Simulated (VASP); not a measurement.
Runs of VASP 6.6.1 on CaO. The structure is that of space group F-43m (No. 216), or close to it. The cells are those of the table. 

```tsv
level	cell	smearing	gap on the mesh (eV)	pressure (GPa)
r2SCAN	a = 3.686, b = 3.759, c = 3.759 Å, angles 58.7, 60.6, 60.6°, 2 atoms	gaussian 0.01 eV	3.56	(b)
PBE	a = 3.686, b = 3.759, c = 3.759 Å, angles 58.7, 60.6, 60.6°, 2 atoms	fermi-dirac 0.02 eV	3.15	-1.2
PBE	a = 3.678, b = 3.678, c = 3.669 Å, angles 60.1, 60.1, 59.8°, 2 atoms	fermi-dirac 0.02 eV	3.36	2.6
r2SCAN	a = 3.627, b = 3.627, c = 3.686 Å, angles 59.5, 59.5, 61.1°, 2 atoms	gaussian 0.01 eV	3.83	3.8
PBE	a = 3.627, b = 3.627, c = 3.686 Å, angles 59.5, 59.5, 61.1°, 2 atoms	fermi-dirac 0.02 eV	(c)	(a)
```

Alike in all rows: task single point; potentials or basis VASP PAW PBE potentials, release 64 (Ca_sv, O); no spin polarisation; k mesh 8 × 8 × 8; cutoff (eV) 520.

Problem. Estimate the missing entries.

Solution. (a) 4.7; (b) -2.2; (c) 3.42.

Caveats: the PAW data sets were made with another functional, which shifts forces and pressure a little (some runs).

A k mesh can miss the band edges.
